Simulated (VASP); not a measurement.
# Cr (Im-3m) in VASP: notebook

Runs on Cr. Level: PBE. Tasks: single point.

Everything below comes from runs of VASP 6.6.1. Logs are shortened: lines on timing, memory, paths and dates and some standing lists are left out, and cuts for length are marked.

## 1. The cell of the first run

It takes space group Im-3m (No. 229, cubic). The conventional cell has a = 2.969 Å, b = 2.969 Å, c = 2.969 Å, α = 90.00°, β = 90.00°, γ = 90.00°. Within 3.4 Å of Cr (site symmetry m-3m) lie 14 Cr at 2.57 to 2.97 Å.

## 2. Single point, PBE, collinear spin, ferrimagnetic start

Input file INCAR:

```
ALGO = Normal ; EDIFF = 1E-6
ENCUT = 520 ; GGA = PE
ISIF = 2 ; ISMEAR = -1
ISPIN = 2 ; LASPH = True
LCHARG = False ; LMAXMIX = 4
LORBIT = 11 ; LREAL = False
LWAVE = False ; MAGMOM = -1.55 1.85
NBANDS = 23 ; NELM = 150
NUPDOWN = 0.3 ; PREC = Accurate
SIGMA = 0.05
```

Input file KPOINTS:

```
k-points
0
Gamma
  11 11 11
```

Input file POSCAR:

```
Cr
1.0
    2.9688993551      0.0000000000      0.0000000000
    0.0000000000      2.9688993551      0.0000000000
    0.0000000000      0.0000000000      2.9688993551
Cr
2
Direct
    0.0000000000      0.0000000000      0.0000000000
    0.5000000000      0.5000000000      0.5000000000
```

Potentials or basis: VASP PAW PBE potentials, release 64 (Cr_pv).

The run is started by

```
$ cat potpaw_PBE.64/Cr_pv/POTCAR > POTCAR
$ mpirun -np 1 vasp_std > vasp.out
```

OUTCAR:

```text
EDIFF = 1E-6
   ENCUT = 520
   GGA = PE
   ISIF = 2
   ISMEAR = -1
   ISPIN = 2
   LASPH = True
   LORBIT = 11
   LREAL = False
   NELM = 150
   NUPDOWN = 0.3
   PREC = Accurate

 ion  position               nearest neighbor table
   1  0.000  0.000  0.000-   2 2.57   2 2.57   2 2.57   2 2.57   2 2.57   2 2.57   2 2.57   2 2.57

   2  0.500  0.500  0.500-   1 2.57   1 2.57   1 2.57   1 2.57   1 2.57   1 2.57   1 2.57   1 2.57

  LATTYP: Found a simple cubic cell.
 ALAT       =     2.9688993551

  Lattice vectors:

 A1 = (   2.9688993551,   0.0000000000,   0.0000000000)
 A2 = (   0.0000000000,   2.9688993551,   0.0000000000)
 A3 = (   0.0000000000,   0.0000000000,   2.9688993551)

Analysis of symmetry for initial positions (statically):
=====================================================================
 Subroutine PRICEL returns following result:

  LATTYP: Found a body centered cubic cell.
 ALAT       =     2.9688993551

  Lattice vectors:

 A1 = (   1.4844496776,   1.4844496776,  -1.4844496775)
 A2 = (  -1.4844496776,   1.4844496775,   1.4844496775)
 A3 = (   1.4844496776,  -1.4844496775,   1.4844496776)

   2 primitive cells build up your supercell.

 Routine SETGRP: Setting up the symmetry group for a
 simple cubic supercell.

 Subroutine GETGRP returns: Found 48 space group operations
 (whereof 48 operations were pure point group operations)
 out of a pool of 48 trial point group operations.

The static configuration has the point symmetry O_h .

Analysis of symmetry for dynamics (positions and initial velocities):
=====================================================================
 Subroutine PRICEL returns following result:

  LATTYP: Found a body centered cubic cell.
 ALAT       =     2.9688993551

  Lattice vectors:

 A1 = (   1.4844496776,   1.4844496776,  -1.4844496775)
 A2 = (  -1.4844496776,   1.4844496775,   1.4844496775)
 A3 = (   1.4844496776,  -1.4844496775,   1.4844496776)

   2 primitive cells build up your supercell.

 Routine SETGRP: Setting up the symmetry group for a
 simple cubic supercell.

 Subroutine GETGRP returns: Found 48 space group operations
 (whereof 48 operations were pure point group operations)
 out of a pool of 48 trial point group operations.

The dynamic configuration has the point symmetry O_h .

Analysis of structural, dynamic, and magnetic symmetry:
=====================================================================
 Subroutine PRICEL returns:
 Original cell was already a primitive cell.

 Routine SETGRP: Setting up the symmetry group for a
 simple cubic supercell.

 Subroutine GETGRP returns: Found 48 space group operations
 (whereof 48 operations were pure point group operations)
 out of a pool of 48 trial point group operations.

The overall configuration has the point symmetry O_h .

 Subroutine INISYM returns: Found 48 space group operations
 (whereof 48 operations are pure point group operations),
 and found     1 'primitive' translations

----------------------------------------------------------------------------------------

                                     Primitive cell

  volume of cell :      26.1690

  direct lattice vectors                    reciprocal lattice vectors
     2.968899355  0.000000000  0.000000000     0.336825160  0.000000000  0.000000000
     0.000000000  2.968899355  0.000000000     0.000000000  0.336825160  0.000000000
     0.000000000  0.000000000  2.968899355     0.000000000  0.000000000  0.336825160

  length of vectors
     2.968899355  2.968899355  2.968899355     0.336825160  0.336825160  0.336825160

  position of ions in fractional coordinates (direct lattice)
     0.000000000  0.000000000  0.000000000
     0.500000000  0.500000000  0.500000000

  ion indices of the primitive-cell ions
   primitive index   ion index
                 1           1
                 2           2

----------------------------------------------------------------------------------------

 KPOINTS: k-points

Automatic generation of k-mesh.
 Grid dimensions read from file:
 generate k-points for:   11   11   11

 Generating k-lattice:

  Cartesian coordinates                     Fractional coordinates (reciprocal lattice)
     0.030620469  0.000000000  0.000000000     0.090909091  0.000000000  0.000000000
     0.000000000  0.030620469  0.000000000     0.000000000  0.090909091  0.000000000
     0.000000000  0.000000000  0.030620469     0.000000000  0.000000000  0.090909091

  Length of vectors
     0.030620469  0.030620469  0.030620469

  Shift w.r.t. Gamma in fractional coordinates (k-lattice)
     0.000000000  0.000000000  0.000000000

 Subroutine IBZKPT returns following result:
 ===========================================

 Found     56 irreducible k-points:

 Following reciprocal coordinates:
            Coordinates               Weight
  0.000000  0.000000  0.000000      1.000000
  0.090909  0.000000  0.000000      6.000000
  0.181818  0.000000  0.000000      6.000000
  0.272727  0.000000  0.000000      6.000000
  0.363636  0.000000  0.000000      6.000000
  0.454545  0.000000  0.000000      6.000000
[... 16 lines left out ...]
  0.181818  0.090909  0.090909     24.000000
  0.272727  0.090909  0.090909     24.000000
 [... further k-points ...]
   k-points           NKPTS =     56   k-points in BZ     NKDIM =     56   number of bands    NBANDS=     23
   number of dos      NEDOS =    301   number of ions     NIONS =      2
   total plane-waves  NPLWV =  13824
   dimension x,y,z NGX =    24 NGY =   24 NGZ =   24
   dimension x,y,z NGXF=    48 NGYF=   48 NGZF=   48
   ions per type =               2
   NGX,Y,Z   is equivalent  to a cutoff of  13.44, 13.44, 13.44 a.u.
   NGXF,Y,Z  is equivalent  to a cutoff of  26.88, 26.88, 26.88 a.u.
 SYSTEM =  unknown system
   PREC   = accura    normal or accurate (medium, high low for compatibility)
   ISTART =      0    job   : 0-new  1-cont  2-samecut
   ICHARG =      2    charge: 1-file 2-atom 10-const
   ISPIN  =      2    spin polarized calculation?
   LNONCOLLINEAR =      F non collinear calculations
   LSORBIT =      F    spin-orbit coupling
   LASPH  =      T    aspherical Exc in radial PAW
   ENCUT  =  520.0 eV  38.22 Ry    6.18 a.u.   5.52  5.52  5.52*2*pi/ulx,y,z
   NELM   =    150;   NELMIN=  2; NELMDL= -5     # of ELM steps
   EDIFF  = 0.1E-05   stopping-criterion for ELM
   LREAL  =      F    real-space projection
   EDIFFG = 0.1E-04   stopping-criterion for IOM
   NSW    =      0    number of steps for IOM
   IBRION =     -1    ionic relax: 0-MD 1-quasi-New 2-CG
   NFREE  =      0    steps in history (QN), initial steepest desc. (CG)
   ISIF   =      2    stress and relaxation
   ISYM   =      2    0-nonsym 1-usesym 2-fastsym
   POTIM  = 0.5000    time-step for ionic-motion
   TEBEG  =    0.0;   TEEND  =   0.0 temperature during run
   PSTRESS=    0.0 pullay stress
   NELECT =      24.0000    total number of electrons
   NUPDOWN=       0.3000    fix difference up-down
   EMIN   =  10.00;   EMAX   =-10.00  energy-range for DOS
   EFERMI =   0.00;   METHOD = LEGACY
   ISMEAR =    -1;   SIGMA  =   0.05  broadening in eV -4-tet -1-fermi 0-gaus
   EFERMI_NEDOS =   21; number of points for ismear=-14 and -15
   IALGO  =     38    algorithm
   IMIX   =      4    mixing-type and parameters
     AMIX     =   0.40;   BMIX     =  1.00
     AMIX_MAG =   1.60;   BMIX_MAG =  1.00
  volume/ion in A,a.u.               =      13.08        88.30
  Fermi-wavevector in a.u.,A,eV,Ry     =   1.590559  3.005721 34.421077  2.529878
  Thomas-Fermi vector in A             =   2.689235
   LORBIT       =     11    0 simple, 1 ext, 2 COOP (PROOUT), +10 PAW based schemes
   GGA     = PE    functional components
   LHFCALC =     F    Hartree Fock is set to
   AEXX    =    0.0000 exact exchange contribution
   IVDW    =     0    specifies the selected vdW correction
   LEPSILON=     F    determine dielectric tensor
   LRPA    =     F    only Hartree local field effects (RPA)
 spin polarized calculation
  energy-cutoff  :      520.00
  volume of cell :       26.17
 maximum number of plane-waves:       739
 NGX is ok and might be reduce to    24
   NGX = 11   NGY = 11   NGZ = 11

 number of electron      24.0000016 magnetization       0.3000001

 Free energy of the ion-electron system (eV)
  ---------------------------------------------------
  ext. energy  EPLUGINS =         0.00000000
  ---------------------------------------------------
  free energy    TOTEN  =       -18.87244482 eV

  energy without entropy =      -18.86269506  energy(sigma->0) =      -18.86756994

 E-fermi :   8.9941     XC(G=0): -12.9194

 val. band max:        9.7092302121   @ k =   0.3636   0.1818   0.0000
 cond. band min:       8.9972427543   @ k =   0.4545   0.4545   0.1818
 fundamental gap:     -0.7119874578
 Fermi energy:         9.7450990945

 spin component 1

 k-point     1 :       0.0000    0.0000    0.0000
  band No.  band energies     occupation
      1     -34.4462      1.00000
      2     -34.4462      1.00000
      3     -34.4462      1.00000
      4     -32.6761      1.00000
      5     -32.6761      1.00000
      6     -32.6761      1.00000
[... 15 lines left out ...]
     22      18.8394      0.00000
     23      25.0959      0.00000
[... 575 lines left out ...]
      1     -34.4946      1.00000
      2     -34.4353      1.00000
      3     -34.4332      1.00000
      4     -32.7553      1.00000
      5     -32.6944      1.00000
      6     -32.6918      1.00000
[... 15 lines left out ...]
     22      20.8402      0.00000
     23      26.4411      0.00000

 [... further k-points ...]

 spin component 2

 k-point     1 :       0.0000    0.0000    0.0000
  band No.  band energies     occupation
      1     -34.3354      1.00000
      2     -34.3354      1.00000
      3     -34.3354      1.00000
      4     -32.5565      1.00000
      5     -32.5565      1.00000
      6     -32.5565      1.00000
[... 15 lines left out ...]
     22      18.9209      0.00000
     23      25.2330      0.00000
[... 575 lines left out ...]
      1     -34.3838      1.00000
      2     -34.3244      1.00000
      3     -34.3223      1.00000
      4     -32.6358      1.00000
      5     -32.5748      1.00000
      6     -32.5723      1.00000
[... 15 lines left out ...]
     22      20.9302      0.00000
     23      26.5586      0.00000

 [... further k-points ...]
[... 5 lines left out ...]
  --------------------------------------------------------------------------------------
  -------------------------------------------------------------------------------------
  Total       -2.3093996     -2.3093996     -2.3093996     -0.0000000     -0.0000000      0.0000000
  in kB     -141.3914788   -141.3914788   -141.3914788     -0.0000000     -0.0000000      0.0000000
  external PRESSURE =    -141.3914788 kB  Pullay stress =       0.0000000 kB

 VOLUME and BASIS-vectors are now :
 -----------------------------------------------------------------------------
  energy-cutoff  :      520.00
  volume of cell :       26.17
      direct lattice vectors                 reciprocal lattice vectors
     2.968899355  0.000000000  0.000000000     0.336825160  0.000000000  0.000000000
     0.000000000  2.968899355  0.000000000     0.000000000  0.336825160  0.000000000
     0.000000000  0.000000000  2.968899355     0.000000000  0.000000000  0.336825160

 POSITION                                       TOTAL-FORCE (eV/Angst)
 -----------------------------------------------------------------------------------
      0.00000      0.00000      0.00000         0.000000      0.000000      0.000000
      1.48445      1.48445      1.48445         0.000000      0.000000      0.000000
 -----------------------------------------------------------------------------------
    total drift:                                0.000000      0.000000     -0.000000

  FREE ENERGIE OF THE ION-ELECTRON SYSTEM (eV)
  ---------------------------------------------------
  free  energy   TOTEN  =       -18.8724448223 eV

  energy  without entropy=      -18.8626950563  energy(sigma->0) =      -18.86756994

 total charge

# of ion       s       p       d       tot
------------------------------------------
    1        0.396   6.324   4.108  10.827
    2        0.395   6.327   4.099  10.822
--------------------------------------------------
tot          0.791  12.651   8.207  21.649

 magnetization (x)

# of ion       s       p       d       tot
------------------------------------------
    1       -0.022   0.001  -1.575  -1.597
    2        0.024   0.030   1.789   1.844
--------------------------------------------------
tot          0.002   0.031   0.214   0.247
```

Wall time 60 s (1 thread of Intel Xeon Platinum 8259CL at 2.50GHz (Skylake/Cascade Lake), shared host); peak memory 0.17 GiB.

What came out:

| Quantity | Value |
| --- | --- |
| Free energy | -18.8724 eV |
| Pressure | -14.1 GPa |
| Net moment | 0.30 μB per cell |
| Site moments | Cr -1.60, +1.84 μB |
| Valence electrons inside the program's atomic spheres | Cr 10.83, 10.82 |

Caveat: the cell stands under tension; the total moment is fixed, so each spin has its own Fermi level.

(Part 1 of 2 ends here.)
